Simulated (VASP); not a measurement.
## Ba: single point with PBE

Crystal: Ba.

```
Ba
1.0
    -2.52112    2.52112    2.52112
     2.52112   -2.52112    2.52112
     2.52112    2.52112   -2.52112
Ba
1
Cartesian
  0.0000 0.0000 0.0000
```

```yaml
Program: VASP 6.6.1
Task: single point
Functional: PBE
Potentials_or_basis: VASP PAW PBE potentials, release 64 (Ba_sv)
Cutoff: 520 eV
k_mesh: 8 × 8 × 8
Occupations: tetrahedron
Spin: no spin polarisation
Dipole_correction: no
Further_INCAR_settings: ALGO = Normal; EDIFF = 1e-06; NBANDS = 11
```

```json
{
  "Pressure": "0.0 GPa",
  "Band gap on the k mesh": "zero (bands 5 and 6 overlap by 1.02 eV)"
}
```

Levels at points of the mesh, in eV from the Fermi level:
```
           k point  band 3  band 4  band 5  band 6  band 7  band 8
(0.00, 0.00, 0.00)  -13.83  -13.83   -2.70    1.85    1.85    1.85
(0.50, 0.00, 0.00)  -13.97  -13.83   -0.84    0.74    1.24    3.20
(0.50, 0.50, 0.50)  -14.13  -14.13   -0.47   -0.47    4.32    4.32
```

Run time: 22 s on 1 thread of AMD EPYC 7R13, with other jobs on the host, peak memory 0.15 GiB.

Caveat: spin-orbit coupling is left out, which moves the levels of the heavy elements; tetrahedron occupations give inexact forces and stress in metals.
